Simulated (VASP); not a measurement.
# Mg5ZnO6 (P4/mmm) in VASP: relaxation of cell and atoms with PBE

Aim: the relaxation of cell and atoms of Mg5ZnO6 with PBE.

Program: VASP 6.6.1. These are calculated values, not measurements. Logs are shortened: lines on timing, memory, paths and dates and some standing lists are left out, and cuts for length are marked.

## (1) The cell of the first run

The structure is tetragonal, space group P4/mmm (No. 123). Conventional cell: a = 3.311 Å, b = 3.311 Å, c = 14.048 Å, α = 90.00°, β = 90.00°, γ = 90.00°. Mg (site symmetry 4mm) has 6 O at 2.34 Å within 3.1 Å. Mg (site symmetry 4/mmm) has 6 O at 2.34 Å within 3.1 Å. Within 3.1 Å of Mg (site symmetry 4mm) lie 6 O at 2.34 Å. Within 3.1 Å of Zn (site symmetry 4/mmm) lie 6 O at 2.34 Å. O (site symmetry 4/mmm) has 6 Mg at 2.34 Å within 3.1 Å. Within 3.1 Å of O (site symmetry 4mm) lie 6 Mg at 2.34 Å. Within 3.1 Å of O (site symmetry 4mm) lie 5 Mg at 2.34 Å and 1 Zn at 2.34 Å. O (site symmetry 4/mmm) has 4 Zn at 2.34 Å and 2 Mg at 2.34 Å within 3.1 Å.

## (2) Relaxation of cell and atoms, PBE

Contents of INCAR:

```
SYSTEM = Mg5ZnO6
ALGO = Normal
EDIFF = 1E-7
EDIFFG = -0.04
ENCUT = 600
GGA = PE
IBRION = 2
ISIF = 3
ISMEAR = 0
LASPH = .TRUE.
LCHARG = .FALSE.
LREAL = .FALSE.
LWAVE = .FALSE.
NELM = 100
NSW = 90
PREC = Accurate
SIGMA = 0.1
```

Contents of KPOINTS:

```
k-points
0
G
  6 6 2
  0 0 0
```

Contents of POSCAR:

```
Mg5ZnO6
1.0
    3.3112041100      0.0000000000      0.0000000000
    0.0000000000      3.3112041100      0.0000000000
    0.0000000000      0.0000000000     14.0482492900
Mg Zn O
5 1 6
Direct
    0.0000000000      0.0000000000      0.6666666700
    0.5000000000      0.5000000000      0.5000000000
    0.0000000000      0.0000000000      0.3333333300
    0.5000000000      0.5000000000      0.1666666700
    0.5000000000      0.5000000000      0.8333333300
    0.0000000000      0.0000000000      0.0000000000
    0.0000000000      0.0000000000      0.5000000000
    0.5000000000      0.5000000000      0.3333333300
    0.0000000000      0.0000000000      0.1666666700
    0.5000000000      0.5000000000      0.0000000000
    0.0000000000      0.0000000000      0.8333333300
    0.5000000000      0.5000000000      0.6666666700
```

Potentials or basis: VASP PAW PBE potentials, release 64 (Mg, Zn, O).

Command:

```sh
$ cat potpaw_PBE.64/Mg/POTCAR potpaw_PBE.64/Zn/POTCAR potpaw_PBE.64/O/POTCAR > POTCAR
$ mpirun -np 1 vasp_std > vasp.out
```

OUTCAR:

```text
SYSTEM = Mg5ZnO6
   EDIFF = 1E-7
   EDIFFG = -0.04
   ENCUT = 600
   GGA = PE
   IBRION = 2
   ISIF = 3
   ISMEAR = 0
   LASPH = .TRUE.
   LREAL = .FALSE.
   NELM = 100
   NSW = 90
   PREC = Accurate

 ion  position               nearest neighbor table
   1  0.000  0.000  0.667-  11 2.34  12 2.34  12 2.34  12 2.34  12 2.34   7 2.34   5 3.31   5 3.31
                             5 3.31   5 3.31   2 3.31   2 3.31   2 3.31   2 3.31
   2  0.500  0.500  0.500-   7 2.34   7 2.34   7 2.34   7 2.34  12 2.34   8 2.34   3 3.31   3 3.31
                             1 3.31   3 3.31   1 3.31   1 3.31   3 3.31   1 3.31
   3  0.000  0.000  0.333-   9 2.34   8 2.34   8 2.34   8 2.34   8 2.34   7 2.34   4 3.31   4 3.31
                             4 3.31   4 3.31   2 3.31   2 3.31   2 3.31   2 3.31
   4  0.500  0.500  0.167-   8 2.34   9 2.34   9 2.34   9 2.34   9 2.34  10 2.34   3 3.31   3 3.31
                             3 3.31   3 3.31   6 3.31   6 3.31   6 3.31   6 3.31
   5  0.500  0.500  0.833-  12 2.34  11 2.34  11 2.34  11 2.34  11 2.34  10 2.34   1 3.31   1 3.31
                             1 3.31   1 3.31   6 3.31   6 3.31   6 3.31   6 3.31
   6  0.000  0.000  0.000-  10 2.34  10 2.34  10 2.34  10 2.34  11 2.34   9 2.34   5 3.31   5 3.31
                             4 3.31   5 3.31   4 3.31   4 3.31   5 3.31   4 3.31
   7  0.000  0.000  0.500-   2 2.34   2 2.34   2 2.34   2 2.34   3 2.34   1 2.34
   8  0.500  0.500  0.333-   4 2.34   3 2.34   3 2.34   3 2.34   3 2.34   2 2.34
   9  0.000  0.000  0.167-   3 2.34   4 2.34   4 2.34   4 2.34   4 2.34   6 2.34
  10  0.500  0.500  0.000-   6 2.34   6 2.34   6 2.34   6 2.34   4 2.34   5 2.34
  11  0.000  0.000  0.833-   1 2.34   5 2.34   5 2.34   5 2.34   5 2.34   6 2.34
  12  0.500  0.500  0.667-   5 2.34   1 2.34   1 2.34   1 2.34   1 2.34   2 2.34

  LATTYP: Found a simple tetragonal cell.
 ALAT       =     3.3112041100
 C/A-ratio  =     4.2426406900

  Lattice vectors:

 A1 = (   3.3112041100,   0.0000000000,   0.0000000000)
 A2 = (   0.0000000000,   3.3112041100,   0.0000000000)
 A3 = (   0.0000000000,   0.0000000000,  14.0482492900)

Analysis of symmetry for initial positions (statically):
=====================================================================
 Subroutine PRICEL returns:
 Original cell was already a primitive cell.

 Routine SETGRP: Setting up the symmetry group for a
 simple tetragonal supercell.

 Subroutine GETGRP returns: Found 16 space group operations
 (whereof 16 operations were pure point group operations)
 out of a pool of 16 trial point group operations.

The static configuration has the point symmetry D_4h.

Analysis of symmetry for dynamics (positions and initial velocities):
=====================================================================
 Subroutine PRICEL returns:
 Original cell was already a primitive cell.

 Routine SETGRP: Setting up the symmetry group for a
 simple tetragonal supercell.

 Subroutine GETGRP returns: Found 16 space group operations
 (whereof 16 operations were pure point group operations)
 out of a pool of 16 trial point group operations.

The dynamic configuration has the point symmetry D_4h.

 Subroutine INISYM returns: Found 16 space group operations
 (whereof 16 operations are pure point group operations),
 and found     1 'primitive' translations
[... 106 lines left out ...]
   LSORBIT =      F    spin-orbit coupling
   LASPH  =      T    aspherical Exc in radial PAW
   ENCUT  =  600.0 eV  44.10 Ry    6.64 a.u.   6.61  6.61 28.06*2*pi/ulx,y,z
   NELM   =    100;   NELMIN=  2; NELMDL= -5     # of ELM steps
   EDIFF  = 0.1E-06   stopping-criterion for ELM
   LREAL  =      F    real-space projection
   EDIFFG = -.4E-01   stopping-criterion for IOM
   NSW    =     90    number of steps for IOM
   IBRION =      2    ionic relax: 0-MD 1-quasi-New 2-CG
   NFREE  =      1    steps in history (QN), initial steepest desc. (CG)
   ISIF   =      3    stress and relaxation
   ISYM   =      2    0-nonsym 1-usesym 2-fastsym
   POTIM  = 0.5000    time-step for ionic-motion
   TEBEG  =    0.0;   TEEND  =   0.0 temperature during run
   PSTRESS=    0.0 pullay stress
   NELECT =      58.0000    total number of electrons
   NUPDOWN=      -1.0000    fix difference up-down
   EMIN   =  10.00;   EMAX   =-10.00  energy-range for DOS
   EFERMI =   0.00;   METHOD = LEGACY
   ISMEAR =     0;   SIGMA  =   0.10  broadening in eV -4-tet -1-fermi 0-gaus
   EFERMI_NEDOS =   21; number of points for ismear=-14 and -15
   IALGO  =     38    algorithm
   IMIX   =      4    mixing-type and parameters
     AMIX     =   0.40;   BMIX     =  1.00
     AMIX_MAG =   1.60;   BMIX_MAG =  1.00
  volume/ion in A,a.u.               =      12.84        86.62
  Fermi-wavevector in a.u.,A,eV,Ry     =   1.182187  2.234009 19.015036  1.397566
  Thomas-Fermi vector in A             =   2.318446
   LORBIT       =      0    0 simple, 1 ext, 2 COOP (PROOUT), +10 PAW based schemes
   GGA     = PE    functional components
   LHFCALC =     F    Hartree Fock is set to
   AEXX    =    0.0000 exact exchange contribution
   IVDW    =     0    specifies the selected vdW correction
   LEPSILON=     F    determine dielectric tensor
   LRPA    =     F    only Hartree local field effects (RPA)
 conjugate gradient relaxation of ions
 non-spin polarized calculation
 Gauss-broadening in eV      SIGMA  =   0.10
  energy-cutoff  :      600.00
  volume of cell :      154.03
 maximum number of plane-waves:      5185
 NGX is ok and might be reduce to    28
   NGX = 13   NGY = 13   NGZ = 57

--------------------------------------- Ionic step        1  -------------------------------------------

 number of electron      58.0000045 magnetization

 Free energy of the ion-electron system (eV)
  ---------------------------------------------------
  ext. energy  EPLUGINS =         0.00000000
  ---------------------------------------------------
  free energy    TOTEN  =       -64.62831947 eV

  energy without entropy =      -64.62831947  energy(sigma->0) =      -64.62831947

 E-fermi :   1.8582     XC(G=0):  -9.8643

 val. band max:        1.3905432573   @ k =   0.5000   0.0000   0.0000
 cond. band min:       2.6336470955   @ k =   0.0000   0.0000   0.0000
 fundamental gap:      1.2431038381
 Fermi energy:         1.8581866249

 k-point     1 :       0.0000    0.0000    0.0000
  band No.  band energies     occupation
      1     -15.0168      2.00000
      2     -14.8371      2.00000
      3     -14.7882      2.00000
      4     -14.4280      2.00000
      5     -14.3855      2.00000
      6     -14.2084      2.00000
[... 1136 lines left out ...]
--------------------------------------- Ionic step        9  -------------------------------------------

 number of electron      57.9999996 magnetization

 Free energy of the ion-electron system (eV)
  ---------------------------------------------------
  ext. energy  EPLUGINS =         0.00000000
  ---------------------------------------------------
  free energy    TOTEN  =       -68.30013168 eV

  energy without entropy =      -68.30013168  energy(sigma->0) =      -68.30013168

 E-fermi :   4.0410     XC(G=0): -11.1567

 val. band max:        3.5501291095   @ k =   0.5000   0.0000   0.0000
 cond. band min:       6.2460784663   @ k =   0.0000   0.0000   0.0000
 fundamental gap:      2.6959493568
 Fermi energy:         4.0410489655

 k-point     1 :       0.0000    0.0000    0.0000
  band No.  band energies     occupation
      1     -14.5646      2.00000
      2     -14.1071      2.00000
      3     -14.0065      2.00000
      4     -13.4494      2.00000
      5     -13.2490      2.00000
      6     -12.9170      2.00000
[... 808 lines left out ...]
  FREE ENERGIE OF THE ION-ELECTRON SYSTEM (eV)
  ---------------------------------------------------
  free  energy   TOTEN  =       -68.3001316758 eV

  energy  without entropy=      -68.3001316758  energy(sigma->0) =      -68.30013168

 reached required accuracy - stopping structural energy minimisation
```

CONTCAR:

```text
Mg5ZnO6
   1.00000000000000
     3.0141945273572084    0.0000000000000000   -0.0000000000000000
    -0.0000000000000000    3.0141945273572084   -0.0000000000000000
    -0.0000000000000000   -0.0000000000000000   12.7734789418729289
  Mg              Zn              O
     5     1     6
Direct
     1.0000000000000000    0.0000000000000000    0.6660324307338128
     0.5000000000000000    0.5000000000000000    0.5000000000000000
     0.0000000000000000    0.0000000000000000    0.3339675692661871
     0.5000000000000000    0.5000000000000000    0.1663684174133170
     0.5000000000000000    0.5000000000000000    0.8336315825866830
     1.0000000000000000    0.0000000000000000    0.0000000000000000
     1.0000000000000000    0.0000000000000000    0.5000000000000000
     0.5000000000000000    0.5000000000000000    0.3335226645628374
     0.0000000000000000    1.0000000000000000    0.1687621403759422
     0.5000000000000000    0.5000000000000000    0.0000000000000000
     1.0000000000000000    0.0000000000000000    0.8312378596240578
     0.5000000000000000    0.5000000000000000    0.6664773354371624

  0.00000000E+00  0.00000000E+00  0.00000000E+00
  0.00000000E+00  0.00000000E+00  0.00000000E+00
  0.00000000E+00  0.00000000E+00  0.00000000E+00
  0.00000000E+00  0.00000000E+00  0.00000000E+00
  0.00000000E+00  0.00000000E+00  0.00000000E+00
  0.00000000E+00  0.00000000E+00  0.00000000E+00
  0.00000000E+00  0.00000000E+00  0.00000000E+00
  0.00000000E+00  0.00000000E+00  0.00000000E+00
  0.00000000E+00  0.00000000E+00  0.00000000E+00
  0.00000000E+00  0.00000000E+00  0.00000000E+00
  0.00000000E+00  0.00000000E+00  0.00000000E+00
  0.00000000E+00  0.00000000E+00  0.00000000E+00
```

Run time: 21 min. Hardware: 1 thread of Oxide Virtual Turin-like, shared host; peak memory 0.35 GiB.

What came out:

```
Free energy                           : -68.3001 eV
Relaxed volume                        : 9.67 Å³/atom
Relaxed cell                          : a = 3.014 Å, b = 3.014 Å, c = 12.773 Å, α = 90.00°, β = 90.00°, γ = 90.00°
Space group after relaxing (to 0.1 Å) : P4/mmm (No. 123)
Energy gained by relaxing             : 306.0 meV/atom
Ionic steps                           : 9
Pressure after relaxing               : 0.1 GPa
Largest force after relaxing          : 0.038 eV/Å
Band gap on the k mesh                : 2.70 eV (least direct gap 3.51 eV)
```

Forces on the atoms (eV/Å):
```
Mg   0.000  0.000 -0.024
Mg   0.000  0.000  0.000
Mg   0.000  0.000  0.024
Mg   0.000  0.000  0.027
Mg   0.000  0.000 -0.027
Zn   0.000  0.000  0.000
O    0.000  0.000  0.000
O    0.000  0.000  0.034
O    0.000  0.000  0.038
O    0.000  0.000  0.000
O    0.000  0.000 -0.038
O    0.000  0.000 -0.034
```

The path:
| step | energy change (eV) | largest force (eV/Å) | pressure (GPa) | volume (Å³) |
| --- | --- | --- | --- | --- |
| 1 | 0.0000 | 0.2421 | -24.20 | 154.03 |
| 2 | -3.6578 | 0.2490 | 1.99 | 114.73 |
| 3 | -3.6663 | 0.2453 | 0.10 | 116.09 |
| 4 | -3.6646 | 0.2435 | -0.82 | 116.78 |
| 5 | -3.6684 | 0.0729 | -0.81 | 116.76 |
| 6 | -3.6686 | 0.1050 | -0.81 | 116.75 |
| 7 | -3.6710 | 0.0513 | 0.36 | 115.88 |
| 8 | -3.6711 | 0.0596 | 0.17 | 116.01 |
| 9 | -3.6718 | 0.0377 | 0.10 | 116.05 |

Final structure:
```
Mg Zn O
1.0
     3.01419    0.00000    0.00000
     0.00000    3.01419    0.00000
     0.00000    0.00000   12.77348
Mg Zn O
5 1 6
Direct
  0.00000 0.00000 0.66603
  0.50000 0.50000 0.50000
  0.00000 0.00000 0.33397
  0.50000 0.50000 0.16637
  0.50000 0.50000 0.83363
  0.00000 0.00000 0.00000
  0.00000 0.00000 0.50000
  0.50000 0.50000 0.33352
  0.00000 0.00000 0.16876
  0.50000 0.50000 0.00000
  0.00000 0.00000 0.83124
  0.50000 0.50000 0.66648
```

Levels at points of the mesh, in eV from the valence-band top:
| k point | band 25 | band 26 | band 27 | band 28 | band 29 | band 30 | band 31 | band 32 | band 33 | band 34 |
| --- | --- | --- | --- | --- | --- | --- | --- | --- | --- | --- |
| (0.00, 0.00, 0.00) | -1.08 | -1.08 | -0.86 | -0.81 | -0.81 | 2.70 | 4.84 | 5.48 | 7.24 | 8.10 |
| (0.50, 0.00, 0.00) | -1.35 | -1.35 | -1.35 | -0.69 | 0.00 | 6.34 | 6.85 | 7.08 | 7.30 | 7.90 |
| (0.50, 0.50, 0.00) | -2.20 | -2.14 | -2.14 | -2.11 | -2.09 | 5.33 | 8.66 | 8.66 | 8.83 | 9.54 |
| (0.00, 0.00, 0.50) | -1.34 | -1.01 | -1.01 | -0.83 | -0.83 | 2.95 | 4.23 | 6.23 | 6.86 | 8.00 |
| (0.50, 0.00, 0.50) | -1.35 | -1.35 | -1.35 | -0.62 | 0.00 | 6.27 | 6.67 | 7.39 | 7.54 | 7.80 |
| (0.50, 0.50, 0.50) | -2.28 | -2.22 | -2.22 | -2.14 | -2.04 | 5.35 | 8.72 | 8.72 | 9.23 | 9.23 |

Caveat: the volume moved by over 15 % at a fixed basis, so the end points are rough. A k mesh can miss the band edges.
